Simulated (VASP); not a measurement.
TaN: single point with PBEsol+D3(BJ)

Crystal: TaN.

```xyz
2
Lattice="0.0000 2.1193 2.1193 2.1193 0.0000 2.1193 2.1193 2.1193 0.0000" Properties=species:S:1:pos:R:3 pbc="T T T"
Ta    2.1193    2.1193    2.1193
N     0.0000    0.0000    0.0000
```

```
Program                : VASP 6.6.1
Task                   : single point
Functional             : PBEsol
Dispersion             : D3(BJ)
Potentials or basis    : VASP PAW PBE potentials, release 64 (Ta_pv, N)
Cutoff                 : 520 eV
k mesh                 : 11 × 11 × 11
Occupations            : fermi-dirac, width 0.01 eV
Spin                   : no spin polarisation
Dipole correction      : no
Further INCAR settings : ALGO = Normal; EDIFF = 1e-06; NBANDS = 15
```

| Item | Value |
| --- | --- |
| Pressure | 35.0 GPa |
| Band gap on the k mesh | zero (band 8 reaches 12.65 eV, above the bottom of band 9 at 8.21 eV) |
| Dispersion energy per atom | -0.521 eV |

Levels at points of the mesh, in eV from the Fermi level:
```
           k point  band 5  band 6  band 7  band 8  band 9  band 10  band 11  band 12
(0.00, 0.00, 0.00)   -4.18   -4.18   -4.18   -2.54   -2.54    -2.54    -0.03    -0.03
```

Run time: 6 s on 1 thread of Intel(R) Xeon(R) 6975P-C (Granite Rapids) (shared host), peak memory 0.16 GiB.

Caveat: three body term missing; the PAW data sets were made with another functional, which shifts forces and pressure a little; spin-orbit coupling is left out, which moves the levels of the heavy elements; pairwise dispersion overbinds metals, which lowers pressure and volume.
